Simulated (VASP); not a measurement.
# NiO (P1) in VASP: single point with PBE+U

Aim: the single point of NiO with PBE+U.

Program: VASP 6.6.1. These are calculated values, not measurements. Logs are shortened: lines on timing, memory, paths and dates and some standing lists are left out, and cuts for length are marked.

**1. The cell of the first run**

The typed cell holds 4 atoms: a = 5.107 Å, b = 5.107 Å, c = 5.107 Å, α = 33.56°, β = 33.56°, γ = 33.56°.

**2. Single point, PBE+U, collinear spin, antiferromagnetic start**

INCAR

```
SYSTEM = NiO
PREC = Accurate ; ENCUT = 600
EDIFF = 1E-6 ; ISMEAR = -1
SIGMA = 0.05 ; LREAL = .FALSE.
LASPH = .TRUE. ; NELM = 200
ALGO = Normal ; ISIF = 2
LWAVE = .FALSE. ; LCHARG = .FALSE.
ISPIN = 2 ; MAGMOM = 2 -2 0 0
LORBIT = 11 ; LMAXMIX = 4
LDAU = .TRUE. ; LDAUTYPE = 2
LDAUL = 2 -1 ; LDAUU = 4 0
LDAUJ = 0 0 ; LDAUPRINT = 1
GGA = PE ; NBANDS = 28
GGA_COMPAT = .FALSE.
```

KPOINTS

```
regular mesh
0
G
  3 3 3
  0 0 0
```

POSCAR

```
NiO
1.0
    4.1700000000      2.0850000000      2.0850000000
    2.0850000000      4.1700000000      2.0850000000
    2.0850000000      2.0850000000      4.1700000000
Ni O
2 2
Direct
   -0.0043876300      0.0041692000      0.0031653000
    0.4970608300      0.4999452200      0.4993938900
    0.2518191200      0.2534646800      0.2451263200
    0.7443401700      0.7540291800      0.7491932000
```

Potentials or basis: VASP PAW PBE potentials, release 64 (Ni, O).

Launch:

```bash
$ cat potpaw_PBE.64/Ni/POTCAR potpaw_PBE.64/O/POTCAR > POTCAR
$ mpirun -np 1 vasp_std > vasp.out
```

OUTCAR:

```text
SYSTEM = NiO
   PREC = Accurate
   ENCUT = 600
   EDIFF = 1E-6
   ISMEAR = -1
   LREAL = .FALSE.
   LASPH = .TRUE.
   NELM = 200
   ISIF = 2
   ISPIN = 2
   LORBIT = 11
   GGA = PE

 ion  position               nearest neighbor table
   1  0.996  0.004  0.003-   4 2.07   4 2.07   4 2.07   3 2.08   3 2.09   3 2.11   2 2.92   2 2.93
                             2 2.93   2 2.97   2 2.97   2 2.98
   2  0.497  0.500  0.499-   4 2.07   4 2.08   3 2.08   4 2.09   3 2.10   3 2.10   1 2.92   1 2.93
                             1 2.93   1 2.97   1 2.97   1 2.98
   3  0.252  0.253  0.245-   1 2.08   2 2.08   1 2.09   2 2.10   2 2.10   1 2.11
   4  0.744  0.754  0.749-   1 2.07   1 2.07   1 2.07   2 2.07   2 2.08   2 2.09

  LATTYP: Found a trigonal (rhomboedric) cell.
 ALAT       =     5.1071861137
 COS(alpha) =     0.8333333333

  Lattice vectors:

 A1 = (   4.1700000000,   2.0850000000,   2.0850000000)
 A2 = (   2.0850000000,   4.1700000000,   2.0850000000)
 A3 = (   2.0850000000,   2.0850000000,   4.1700000000)

Analysis of symmetry for initial positions (statically):
=====================================================================
 Subroutine PRICEL returns:
 Original cell was already a primitive cell.

 Routine SETGRP: Setting up the symmetry group for a
 trigonal (rhombohedral) supercell.

 Subroutine GETGRP returns: Found  1 space group operations
 (whereof  1 operations were pure point group operations)
 out of a pool of 12 trial point group operations.

The static configuration has the point symmetry C_1 .

Analysis of symmetry for dynamics (positions and initial velocities):
=====================================================================
 Subroutine PRICEL returns:
 Original cell was already a primitive cell.

 Routine SETGRP: Setting up the symmetry group for a
 trigonal (rhombohedral) supercell.

 Subroutine GETGRP returns: Found  1 space group operations
 (whereof  1 operations were pure point group operations)
 out of a pool of 12 trial point group operations.

The dynamic configuration has the point symmetry C_1 .

Analysis of structural, dynamic, and magnetic symmetry:
=====================================================================
 Subroutine PRICEL returns:
 Original cell was already a primitive cell.

 Routine SETGRP: Setting up the symmetry group for a
 trigonal (rhombohedral) supercell.

 Subroutine GETGRP returns: Found  1 space group operations
 (whereof  1 operations were pure point group operations)
 out of a pool of 12 trial point group operations.

The overall configuration has the point symmetry C_1 .

 Subroutine INISYM returns: Found  1 space group operations
 (whereof  1 operations are pure point group operations),
 and found     1 'primitive' translations

----------------------------------------------------------------------------------------

                                     Primitive cell

  volume of cell :      36.2559

  direct lattice vectors                    reciprocal lattice vectors
     4.170000000  2.085000000  2.085000000     0.359712230 -0.119904077 -0.119904077
     2.085000000  4.170000000  2.085000000    -0.119904077  0.359712230 -0.119904077
     2.085000000  2.085000000  4.170000000    -0.119904077 -0.119904077  0.359712230

  length of vectors
     5.107186114  5.107186114  5.107186114     0.397676833  0.397676833  0.397676833

  position of ions in fractional coordinates (direct lattice)
     0.995612370  0.004169200  0.003165300
     0.497060830  0.499945220  0.499393890
     0.251819120  0.253464680  0.245126320
     0.744340170  0.754029180  0.749193200

  ion indices of the primitive-cell ions
[... 136 lines left out ...]
  o =  0.9738  v =  0.0000  0.0000  0.0000  0.0000  0.0000  0.9751 -0.1129 -0.0049 -0.1907 -0.0033      0.0000  0.0000  0.0000  0.0000  0.0000  0.0000  0.0000  0.0000  0.0000  0.0000
  o =  0.9765  v = -0.2239 -0.9261 -0.0014 -0.3038 -0.0008  0.0000  0.0000  0.0000  0.0000  0.0000      0.0000  0.0000  0.0000  0.0000  0.0000  0.0000  0.0000  0.0000  0.0000  0.0000
  o =  0.9768  v =  0.2797 -0.3596  0.0030  0.8902 -0.0035  0.0000  0.0000  0.0000  0.0000  0.0000      0.0000  0.0000  0.0000  0.0000  0.0000  0.0000  0.0000  0.0000  0.0000  0.0000
  o =  0.9768  v =  0.9336 -0.1143 -0.0022 -0.3396 -0.0023  0.0000  0.0000  0.0000  0.0000  0.0000      0.0000  0.0000  0.0000  0.0000  0.0000  0.0000  0.0000  0.0000  0.0000  0.0000
  o =  1.0166  v =  0.0020 -0.0013  0.9244 -0.0027  0.3814  0.0000  0.0000  0.0000  0.0000  0.0000      0.0000  0.0000  0.0000  0.0000  0.0000  0.0000  0.0000  0.0000  0.0000  0.0000
  o =  1.0176  v = -0.0024  0.0019  0.3814 -0.0034 -0.9244  0.0000  0.0000  0.0000  0.0000  0.0000      0.0000  0.0000  0.0000  0.0000  0.0000  0.0000  0.0000  0.0000  0.0000  0.0000

atom =   2  type =  1  l = 2

 onsite density matrix

spin component  1

  0.9733  0.0000 -0.0003 -0.0000  0.0028
  0.0000  0.9736 -0.0004  0.0000 -0.0018
 -0.0003 -0.0004  0.2006 -0.0032  0.0011
 -0.0000  0.0000 -0.0032  0.9734  0.0025
  0.0028 -0.0018  0.0011  0.0025  0.1981

spin component  2

  0.9763 -0.0000 -0.0002 -0.0000 -0.0001
 -0.0000  0.9766  0.0001 -0.0000 -0.0000
 -0.0002  0.0001  1.0166  0.0002  0.0004
 -0.0000 -0.0000  0.0002  0.9764  0.0001
 -0.0001 -0.0000  0.0004  0.0001  1.0158

 occupancies and eigenvectors

  o =  0.1977  v =  0.0035 -0.0019  0.3672  0.0045 -0.9301  0.0000  0.0000  0.0000  0.0000  0.0000      0.0000  0.0000  0.0000  0.0000  0.0000  0.0000  0.0000  0.0000  0.0000  0.0000
  o =  0.2010  v = -0.0010  0.0013  0.9301  0.0027  0.3672  0.0000  0.0000  0.0000  0.0000  0.0000      0.0000  0.0000  0.0000  0.0000  0.0000  0.0000  0.0000  0.0000  0.0000  0.0000
  o =  0.9733  v =  0.9798 -0.0465 -0.0011  0.1943  0.0042  0.0000  0.0000  0.0000  0.0000  0.0000      0.0000  0.0000  0.0000  0.0000  0.0000  0.0000  0.0000  0.0000  0.0000  0.0000
  o =  0.9734  v =  0.1974  0.0743  0.0039 -0.9775 -0.0026  0.0000  0.0000  0.0000  0.0000  0.0000      0.0000  0.0000  0.0000  0.0000  0.0000  0.0000  0.0000  0.0000  0.0000  0.0000
  o =  0.9736  v = -0.0310 -0.9961  0.0009 -0.0820  0.0019  0.0000  0.0000  0.0000  0.0000  0.0000      0.0000  0.0000  0.0000  0.0000  0.0000  0.0000  0.0000  0.0000  0.0000  0.0000
  o =  0.9763  v =  0.0000  0.0000  0.0000  0.0000  0.0000  0.9222  0.0282  0.0021  0.3856  0.0023      0.0000  0.0000  0.0000  0.0000  0.0000  0.0000  0.0000  0.0000  0.0000  0.0000
  o =  0.9764  v =  0.0000  0.0000  0.0000  0.0000  0.0000  0.3854  0.0122  0.0072 -0.9226  0.0024      0.0000  0.0000  0.0000  0.0000  0.0000  0.0000  0.0000  0.0000  0.0000  0.0000
  o =  0.9766  v =  0.0000  0.0000  0.0000  0.0000  0.0000  0.0307 -0.9995  0.0024 -0.0004 -0.0009      0.0000  0.0000  0.0000  0.0000  0.0000  0.0000  0.0000  0.0000  0.0000  0.0000
  o =  1.0157  v =  0.0000  0.0000  0.0000  0.0000  0.0000  0.0010  0.0018  0.3775  0.0010 -0.9260      0.0000  0.0000  0.0000  0.0000  0.0000  0.0000  0.0000  0.0000  0.0000  0.0000
  o =  1.0167  v =  0.0000  0.0000  0.0000  0.0000  0.0000 -0.0055  0.0017  0.9260  0.0059  0.3775      0.0000  0.0000  0.0000  0.0000  0.0000  0.0000  0.0000  0.0000  0.0000  0.0000

 number of electron      31.9999999 magnetization      -0.0000021

 Free energy of the ion-electron system (eV)
  ---------------------------------------------------
  ext. energy  EPLUGINS =         0.00000000
  ---------------------------------------------------
  free energy    TOTEN  =       -21.24533892 eV

  energy without entropy =      -21.24533892  energy(sigma->0) =      -21.24533892

 E-fermi :   7.6445     XC(G=0): -12.6767

 val. band max:        6.4716495701   @ k =   0.3333   0.3333   0.3333
 cond. band min:       9.6184448912   @ k =   0.3333   0.3333  -0.3333
 fundamental gap:      3.1467953211
 Fermi energy:         7.6445052088

 spin component 1

 k-point     1 :       0.0000    0.0000    0.0000
  band No.  band energies     occupation
      1     -12.0617      1.00000
      2     -10.6017      1.00000
      3      -0.3739      1.00000
      4       1.2472      1.00000
      5       1.2633      1.00000
      6       3.4263      1.00000
[... 423 lines left out ...]
     27      24.5277      0.00000
     28      29.8056      0.00000
 Fermi energy:         7.6445052088

 spin component 2

 k-point     1 :       0.0000    0.0000    0.0000
  band No.  band energies     occupation
      1     -12.0614      1.00000
      2     -10.6025      1.00000
      3      -0.3738      1.00000
      4       1.2626      1.00000
      5       1.2814      1.00000
      6       3.4028      1.00000
[... 423 lines left out ...]
     27      24.5414      0.00000
     28      29.8025      0.00000

------------------------ aborting loop because EDIFF is reached ----------------------------------------

  FORCE on cell =-STRESS in cart. coord.  units (eV):
  Direction    XX          YY          ZZ          XY          YZ          ZX
  --------------------------------------------------------------------------------------
  -------------------------------------------------------------------------------------
  Total        0.5159089      0.5146082      0.5208256     -0.0769003     -0.0774766     -0.0764560
  in kB       22.7984573     22.7409758     23.0157268     -3.3982900     -3.4237586     -3.3786568
  external PRESSURE =      22.8517200 kB  Pullay stress =       0.0000000 kB

 VOLUME and BASIS-vectors are now :
 -----------------------------------------------------------------------------
  energy-cutoff  :      600.00
  volume of cell :       36.26
      direct lattice vectors                 reciprocal lattice vectors
     4.170000000  2.085000000  2.085000000     0.359712230 -0.119904077 -0.119904077
     2.085000000  4.170000000  2.085000000    -0.119904077  0.359712230 -0.119904077
     2.085000000  2.085000000  4.170000000    -0.119904077 -0.119904077  0.359712230

 POSITION                                       TOTAL-FORCE (eV/Angst)
 -----------------------------------------------------------------------------------
      4.16700      2.09984      2.09774        -0.145316     -0.196347     -0.273216
      4.15637      4.16238      4.16123         0.173562      0.225261      0.139520
      2.08965      2.09308      2.07569        -0.120564     -0.066039      0.032693
      6.23812      6.25832      6.24824         0.092317      0.037126      0.101002
 -----------------------------------------------------------------------------------
    total drift:                                0.000009      0.000002     -0.000030

  FREE ENERGIE OF THE ION-ELECTRON SYSTEM (eV)
  ---------------------------------------------------
  free  energy   TOTEN  =       -21.2453389194 eV

  energy  without entropy=      -21.2453389194  energy(sigma->0) =      -21.24533892

 total charge

# of ion       s       p       d       tot
------------------------------------------
    1        0.338   0.422   8.259   9.019
    2        0.335   0.414   8.254   9.003
    3        1.548   3.456   0.000   5.004
    4        1.547   3.469   0.000   5.016
--------------------------------------------------
tot          3.769   7.760  16.513  28.042

 magnetization (x)

# of ion       s       p       d       tot
------------------------------------------
    1       -0.004  -0.009   1.642   1.629
    2        0.005   0.009  -1.642  -1.629
    3        0.000  -0.002   0.000  -0.002
    4        0.000   0.000   0.000   0.000
--------------------------------------------------
tot          0.001  -0.002  -0.000  -0.001
```

It took 3.1 min on 1 thread of Intel Xeon 8259CL, shared host; peak memory 0.31 GiB.

What came out:

```
Free energy                                           : -21.2453 eV
Pressure                                              : 2.3 GPa
Largest force                                         : 0.366 eV/Å
Band gap on the k mesh                                : 3.15 eV
Net moment                                            : 0.00 μB per cell
Site moments                                          : Ni +1.63, -1.63; O -0.00, +0.00 μB
Valence electrons inside the program's atomic spheres : Ni 9.02, 9.00; O 5.00, 5.02
```

Forces on the atoms (eV/Å):
```
Ni  -0.145 -0.196 -0.273
Ni   0.174  0.225  0.140
O   -0.121 -0.066  0.033
O    0.092  0.037  0.101
```

Levels at points of the mesh, in eV from the valence-band top:
Spin up:
| k point | band 13 | band 14 | band 15 | band 16 | band 17 | band 18 | band 19 | band 20 |
| --- | --- | --- | --- | --- | --- | --- | --- | --- |
| (0.00, 0.00, 0.00) | -1.05 | -1.04 | -0.71 | -0.66 | 3.30 | 3.63 | 3.65 | 7.24 |
Spin down:
```csv
k point,band 14,band 15,band 16,band 17,band 18,band 19
"(0.00, 0.00, 0.00)",-1.03,-0.76,-0.69,3.30,3.69,3.72
```

Eigenvalues of the final occupation matrices:
```tsv
site	spin	trace	eigenvalues
site 1 d	1	4.96	0.98 0.98 0.98 1.02 1.02
site 1 d	2	3.32	0.20 0.20 0.97 0.97 0.97
site 2 d	1	3.32	0.20 0.20 0.97 0.97 0.97
site 2 d	2	4.96	0.98 0.98 0.98 1.02 1.02
```

Caveat: the k points lie up to 0.83 Å⁻¹ apart.
